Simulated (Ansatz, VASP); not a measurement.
CdS: VASP beside Ansatz

```
CELL_PARAMETERS angstrom
0.00000 2.91650 2.91650
2.91650 0.00000 2.91650
2.91650 2.91650 0.00000
ATOMIC_POSITIONS crystal
Cd 0.00000 0.00000 0.00000
S 0.25000 0.25000 0.25000
```

Alike in both runs: task single point; functional PBE; k mesh 4 × 4 × 4; no spin polarisation.

|  | VASP | Ansatz |
| --- | --- | --- |
| version | VASP 6.6.1 | Ansatz 0.2.0 |
| potentials or method | VASP PAW PBE potentials, release 64 (Cd, S), cutoff 500 eV | plane waves, PAW |
| occupations | methfessel-paxton of order 1, width 0.1 eV | methfessel-paxton of order 1 |
| valence electrons in the cell | 18 | 26 |

```tsv
	VASP	Ansatz	Ansatz less VASP
gap on the k mesh at the Fermi level (eV)	1.14	1.13	-0.004
```

VASP's potentials hold 18 valence electrons a cell and Ansatz's 26, so a difference there can come from the potentials and not from the codes.

The k mesh is coarse, so the values compare programs but aren't converged.
